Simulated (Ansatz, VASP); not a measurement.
**One calculation of Al2O3, two programs**

```
CELL_PARAMETERS angstrom
2.88432 0.00000 0.00000
-1.44216 2.49790 0.00000
0.00000 0.00000 9.33675
ATOMIC_POSITIONS crystal
Al 0.00000 0.00000 0.85001
Al 0.00000 0.00000 0.14999
O 0.33333 0.66667 0.77768
O 0.66667 0.33333 0.00000
O 0.33333 0.66667 0.22232
```

Alike in both runs: task relaxation of cell and atoms; functional PBE; k mesh 11 × 11 × 3; occupations fermi-dirac, width 0.05 eV; no spin polarisation.

|  | VASP | Ansatz |
| --- | --- | --- |
| version | VASP 6.6.1 | Ansatz 0.2.0 |
| potentials or method | VASP PAW PBE potentials, release 64 (Al, O) | Ansatz PAW |
| plane-wave cutoff (eV) | 600 | 420 |
| valence electrons in the cell | 24 | 24 |

```csv
,VASP,Ansatz,Ansatz less VASP
"gap on the k mesh at the Fermi level, each at its own relaxed structure (eV)",4.61,4.78,+0.171
relaxed volume (Å³/atom),11.39,13.40,+2.006
relaxed cell length with the largest relative difference (Å),7.915,9.302,+1.3870
```

One of these differences is far larger than is usual between the two programs; its cause wasn't traced.

Noted on VASP's run: the volume moved by over 15 % at a fixed basis, so the end points are rough. Noted on Ansatz's run: odd divisions of the mesh miss points on the zone boundary, where band edges often lie, so the gap on the mesh can be too wide; the plane-wave basis is chosen anew once the cell has moved, so the energies of steps on either side of that aren't comparable.
